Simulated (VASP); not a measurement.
# Ru (P6_3/mmc) in VASP: single point with PBE

Aim: the single point of Ru with PBE.

All numbers are computed with VASP 6.6.1; they aren't measurements. Logs are shortened: lines on timing, memory, paths and dates and some standing lists are left out, and cuts for length are marked.

### Step 1. The cell of the first run

Symmetry: P6_3/mmc, No. 194, hexagonal system. The conventional cell has a = 2.759 Å, b = 2.759 Å, c = 4.366 Å, α = 90.00°, β = 90.00°, γ = 120.00°. Ru (site symmetry -6m2) has 12 Ru at 2.70 to 2.76 Å within 3.6 Å.

### Step 2. Single point, PBE (14.39 Å³/atom)

INCAR

```
SYSTEM = Ru
PREC     = Accurate       ! precision mode
ENCUT    = 520            ! plane-wave cutoff, eV
EDIFF    = 1E-7           ! SCF threshold, eV
ISMEAR   = -1             ! smearing method
SIGMA    = 0.03           ! smearing width, eV
LREAL    = .FALSE.        ! projectors in reciprocal space
LASPH    = .TRUE.         ! aspherical terms in the spheres
NELM     = 100            ! most SCF steps
ALGO     = Normal         ! electronic algorithm
ISIF     = 2              ! what is computed and relaxed
LWAVE    = .FALSE.        ! write WAVECAR
LCHARG   = .FALSE.        ! write CHGCAR
GGA      = PE             ! functional
NBANDS   = 21             ! bands
```

KPOINTS

```
regular mesh
0
G
  14 14 8
  0 0 0
```

POSCAR

```
Ru
1.0
    2.7588676960      0.0000000000      0.0000000000
   -1.3794338480      2.3892495105      0.0000000000
    0.0000000000      0.0000000000      4.3658801443
Ru
2
Direct
    0.3333333333      0.6666666667      0.2500000000
    0.6666666667      0.3333333333      0.7500000000
```

Potentials or basis: VASP PAW PBE potentials, release 64 (Ru_pv).

Started as:

```console
$ cat potpaw_PBE.64/Ru_pv/POTCAR > POTCAR
$ mpirun -np 1 vasp_std > vasp.out
```

OUTCAR:

```text
SYSTEM = Ru
   PREC = Accurate
   ENCUT = 520
   EDIFF = 1E-7
   ISMEAR = -1
   LREAL = .FALSE.
   LASPH = .TRUE.
   NELM = 100
   ISIF = 2
   GGA = PE

 ion  position               nearest neighbor table
   1  0.333  0.667  0.250-   2 2.70   2 2.70   2 2.70   2 2.70   2 2.70   2 2.70
   2  0.667  0.333  0.750-   1 2.70   1 2.70   1 2.70   1 2.70   1 2.70   1 2.70

  LATTYP: Found a hexagonal cell.
 ALAT       =     2.7588676960
 C/A-ratio  =     1.5824898565

  Lattice vectors:

 A1 = (   2.7588676960,   0.0000000000,   0.0000000000)
 A2 = (  -1.3794338480,   2.3892495105,   0.0000000000)
 A3 = (   0.0000000000,   0.0000000000,   4.3658801443)

Analysis of symmetry for initial positions (statically):
=====================================================================
 Subroutine PRICEL returns:
 Original cell was already a primitive cell.

 Routine SETGRP: Setting up the symmetry group for a
 hexagonal supercell.

 Subroutine GETGRP returns: Found 24 space group operations
 (whereof 12 operations were pure point group operations)
 out of a pool of 24 trial point group operations.

The static configuration has the point symmetry D_3d.
 The point group associated with its full space group is D_6h.

Analysis of symmetry for dynamics (positions and initial velocities):
=====================================================================
 Subroutine PRICEL returns:
 Original cell was already a primitive cell.

 Routine SETGRP: Setting up the symmetry group for a
 hexagonal supercell.

 Subroutine GETGRP returns: Found 24 space group operations
 (whereof 12 operations were pure point group operations)
 out of a pool of 24 trial point group operations.

The dynamic configuration has the point symmetry D_3d.
 The point group associated with its full space group is D_6h.

 Subroutine INISYM returns: Found 24 space group operations
 (whereof 12 operations are pure point group operations),
 and found     1 'primitive' translations

----------------------------------------------------------------------------------------

                                     Primitive cell

  volume of cell :      28.7782

  direct lattice vectors                    reciprocal lattice vectors
     2.758867696  0.000000000  0.000000000     0.362467545  0.209270735  0.000000000
    -1.379433848  2.389249511  0.000000000     0.000000000  0.418541469  0.000000000
     0.000000000  0.000000000  4.365880144     0.000000000  0.000000000  0.229048890

  length of vectors
     2.758867696  2.758867696  4.365880144     0.418541469  0.418541469  0.229048890

  position of ions in fractional coordinates (direct lattice)
     0.333333333  0.666666667  0.250000000
     0.666666667  0.333333333  0.750000000

  ion indices of the primitive-cell ions
   primitive index   ion index
                 1           1
                 2           2

----------------------------------------------------------------------------------------

 KPOINTS: regular mesh

Automatic generation of k-mesh.
 Grid dimensions read from file:
 generate k-points for:   14   14    8

 Generating k-lattice:

  Cartesian coordinates                     Fractional coordinates (reciprocal lattice)
     0.025890539  0.014947910  0.000000000     0.071428571 -0.000000000  0.000000000
     0.000000000  0.029895819  0.000000000     0.000000000  0.071428571  0.000000000
     0.000000000  0.000000000  0.028631111     0.000000000  0.000000000  0.125000000

  Length of vectors
     0.029895819  0.029895819  0.028631111

  Shift w.r.t. Gamma in fractional coordinates (k-lattice)
     0.000000000  0.000000000  0.000000000

 Subroutine IBZKPT returns following result:
 ===========================================

 Found    120 irreducible k-points:

 Following reciprocal coordinates:
            Coordinates               Weight
  0.000000  0.000000  0.000000      1.000000
  0.071429  0.000000  0.000000      6.000000
  0.142857  0.000000  0.000000      6.000000
  0.214286  0.000000  0.000000      6.000000
  0.285714  0.000000  0.000000      6.000000
  0.357143  0.000000  0.000000      6.000000
[... 16 lines left out ...]
  0.285714  0.285714  0.000000      6.000000
  0.357143  0.285714  0.000000      6.000000
 [... further k-points ...]
   k-points           NKPTS =    120   k-points in BZ     NKDIM =    120   number of bands    NBANDS=     21
   number of dos      NEDOS =    301   number of ions     NIONS =      2
   total plane-waves  NPLWV =  18432
   dimension x,y,z NGX =    24 NGY =   24 NGZ =   32
   dimension x,y,z NGXF=    48 NGYF=   48 NGZF=   64
   ions per type =               2
   NGX,Y,Z   is equivalent  to a cutoff of  14.46, 14.46, 12.19 a.u.
   NGXF,Y,Z  is equivalent  to a cutoff of  28.92, 28.92, 24.37 a.u.
 SYSTEM =  Ru
   PREC   = accura    normal or accurate (medium, high low for compatibility)
   ISTART =      0    job   : 0-new  1-cont  2-samecut
   ICHARG =      2    charge: 1-file 2-atom 10-const
   ISPIN  =      1    spin polarized calculation?
   LNONCOLLINEAR =      F non collinear calculations
   LSORBIT =      F    spin-orbit coupling
   LASPH  =      T    aspherical Exc in radial PAW
   ENCUT  =  520.0 eV  38.22 Ry    6.18 a.u.   5.13  5.13  8.12*2*pi/ulx,y,z
   NELM   =    100;   NELMIN=  2; NELMDL= -5     # of ELM steps
   EDIFF  = 0.1E-06   stopping-criterion for ELM
   LREAL  =      F    real-space projection
   EDIFFG = 0.1E-05   stopping-criterion for IOM
   NSW    =      0    number of steps for IOM
   IBRION =     -1    ionic relax: 0-MD 1-quasi-New 2-CG
   NFREE  =      0    steps in history (QN), initial steepest desc. (CG)
   ISIF   =      2    stress and relaxation
   ISYM   =      2    0-nonsym 1-usesym 2-fastsym
   POTIM  = 0.5000    time-step for ionic-motion
   TEBEG  =    0.0;   TEEND  =   0.0 temperature during run
   PSTRESS=    0.0 pullay stress
   NELECT =      28.0000    total number of electrons
   NUPDOWN=      -1.0000    fix difference up-down
   EMIN   =  10.00;   EMAX   =-10.00  energy-range for DOS
   EFERMI =   0.00;   METHOD = LEGACY
   ISMEAR =    -1;   SIGMA  =   0.03  broadening in eV -4-tet -1-fermi 0-gaus
   EFERMI_NEDOS =   21; number of points for ismear=-14 and -15
   IALGO  =     38    algorithm
   IMIX   =      4    mixing-type and parameters
     AMIX     =   0.40;   BMIX     =  1.00
     AMIX_MAG =   1.60;   BMIX_MAG =  1.00
  volume/ion in A,a.u.               =      14.39        97.10
  Fermi-wavevector in a.u.,A,eV,Ry     =   1.622206  3.065526 35.804461  2.631554
  Thomas-Fermi vector in A             =   2.715857
   LORBIT       =      0    0 simple, 1 ext, 2 COOP (PROOUT), +10 PAW based schemes
   GGA     = PE    functional components
   LHFCALC =     F    Hartree Fock is set to
   AEXX    =    0.0000 exact exchange contribution
   IVDW    =     0    specifies the selected vdW correction
   LEPSILON=     F    determine dielectric tensor
   LRPA    =     F    only Hartree local field effects (RPA)
 non-spin polarized calculation
  energy-cutoff  :      520.00
  volume of cell :       28.78
 maximum number of plane-waves:       796
 NGX is ok and might be reduce to    24
   NGX = 11   NGY = 11   NGZ = 17

 number of electron      28.0000012 magnetization

 Free energy of the ion-electron system (eV)
  ---------------------------------------------------
  ext. energy  EPLUGINS =         0.00000000
  ---------------------------------------------------
  free energy    TOTEN  =       -18.41542056 eV

  energy without entropy =      -18.40817179  energy(sigma->0) =      -18.41179617

 E-fermi :  11.7915     XC(G=0): -13.7619

 val. band max:       11.7837462841   @ k =   0.0000   0.0000   0.3750
 cond. band min:      11.8014671799   @ k =   0.2857   0.1429   0.0000
 fundamental gap:      0.0177208958
 Fermi energy:        11.7915327648

 k-point     1 :       0.0000    0.0000    0.0000
  band No.  band energies     occupation
      1     -31.6379      2.00000
      2     -30.8627      2.00000
      3     -30.8627      2.00000
      4     -30.7209      2.00000
      5     -30.7209      2.00000
      6     -30.6956      2.00000
[... 13 lines left out ...]
     20      22.3001      0.00000
     21      22.3041      0.00000

 k-point     2 :       0.0714    0.0000    0.0000
  band No.  band energies     occupation
      1     -31.6236      2.00000
      2     -30.8929      2.00000
      3     -30.8730      2.00000
      4     -30.7524      2.00000
      5     -30.7251      2.00000
      6     -30.7023      2.00000
[... 13 lines left out ...]
     20      22.3000      0.00000
     21      22.3039      0.00000

 k-point     3 :       0.1429    0.0000    0.0000
  band No.  band energies     occupation
      1     -31.5820      2.00000
      2     -30.9774      2.00000
      3     -30.9010      2.00000
      4     -30.8396      2.00000
      5     -30.7376      2.00000
      6     -30.7225      2.00000
[... 13 lines left out ...]
     20      22.3000      0.00000
     21      22.3034      0.00000

 k-point     4 :       0.2143    0.0000    0.0000
  band No.  band energies     occupation
      1     -31.5175      2.00000
      2     -31.0997      2.00000
      3     -30.9625      2.00000
      4     -30.9401      2.00000
      5     -30.7567      2.00000
      6     -30.7560      2.00000
[... 13 lines left out ...]
     20      22.3000      0.00000
     21      22.3028      0.00000

 k-point     5 :       0.2857    0.0000    0.0000
  band No.  band energies     occupation
      1     -31.4369      2.00000
      2     -31.2357      2.00000
      3     -31.0949      2.00000
      4     -30.9821      2.00000
      5     -30.8020      2.00000
      6     -30.7791      2.00000
[... 13 lines left out ...]
     20      22.2998      0.00000
     21      22.3017      0.00000
[... 382 lines left out ...]
     20      22.2924      0.00000
     21      22.3015      0.00000

 k-point    22 :       0.3571    0.2143    0.0000
  band No.  band energies     occupation
      1     -31.3979      2.00000
      2     -31.2560      2.00000
      3     -31.1803      2.00000
      4     -31.1595      2.00000
      5     -30.9860      2.00000
      6     -30.9709      2.00000
[... 13 lines left out ...]
     20      22.2993      0.00000
     21      22.3005      0.00000

 k-point    23 :       0.2857    0.2857    0.0000
  band No.  band energies     occupation
      1     -31.3663      2.00000
      2     -31.2619      2.00000
      3     -31.1685      2.00000
      4     -31.1589      2.00000
      5     -31.0153      2.00000
      6     -30.9960      2.00000
[... 13 lines left out ...]
     20      22.2994      0.00000
     21      22.3002      0.00000

 k-point    24 :       0.3571    0.2857    0.0000
  band No.  band energies     occupation
      1     -31.3691      2.00000
      2     -31.2191      2.00000
      3     -31.2158      2.00000
      4     -31.1179      2.00000
      5     -31.0448      2.00000
      6     -31.0417      2.00000
[... 13 lines left out ...]
     20      22.3000      0.00000
     21      22.3001      0.00000

 [... further k-points ...]

------------------------ aborting loop because EDIFF is reached ----------------------------------------

  FORCE on cell =-STRESS in cart. coord.  units (eV):
  Direction    XX          YY          ZZ          XY          YZ          ZX
  --------------------------------------------------------------------------------------
  -------------------------------------------------------------------------------------
  Total       -2.1006121     -2.1006121     -2.5338415     -0.0000000     -0.0000000      0.0000000
  in kB     -116.9478527   -116.9478527   -141.0671347     -0.0000000     -0.0000000      0.0000000
  external PRESSURE =    -124.9876133 kB  Pullay stress =       0.0000000 kB

 VOLUME and BASIS-vectors are now :
 -----------------------------------------------------------------------------
  energy-cutoff  :      520.00
  volume of cell :       28.78
      direct lattice vectors                 reciprocal lattice vectors
     2.758867696  0.000000000  0.000000000     0.362467545  0.209270735  0.000000000
    -1.379433848  2.389249511  0.000000000     0.000000000  0.418541469  0.000000000
     0.000000000  0.000000000  4.365880144     0.000000000  0.000000000  0.229048890

 POSITION                                       TOTAL-FORCE (eV/Angst)
 -----------------------------------------------------------------------------------
     -0.00000      1.59283      1.09147        -0.000000      0.000000      0.000000
      1.37943      0.79642      3.27441         0.000000     -0.000000      0.000000
 -----------------------------------------------------------------------------------
    total drift:                               -0.000000      0.000000     -0.000000

  FREE ENERGIE OF THE ION-ELECTRON SYSTEM (eV)
  ---------------------------------------------------
  free  energy   TOTEN  =       -18.4154205555 eV

  energy  without entropy=      -18.4081717862  energy(sigma->0) =      -18.41179617
```

It took 32 s on 1 thread of Intel Xeon Platinum 8375C at 2.90GHz (Ice Lake), shared host; peak memory 0.19 GiB.

Results:

```
Free energy            : -18.4154 eV
Pressure               : -12.5 GPa
Band gap on the k mesh : zero (bands 14 and 15 overlap by 2.85 eV)
```

Levels at points of the mesh, in eV from the Fermi level:
```tsv
k point	band 12	band 13	band 14	band 15	band 16	band 17
(0.00, 0.00, 0.00)	-1.74	-1.74	-1.26	-1.26	1.09	1.09
(0.50, 0.00, 0.00)	-1.67	-1.39	1.31	1.68	1.74	3.78
(0.00, 0.00, 0.50)	-2.51	-2.51	-2.51	0.50	0.50	0.50
(0.50, 0.00, 0.50)	-0.95	0.43	0.43	1.54	1.54	3.20
```

Caveat: the cell stands under tension.
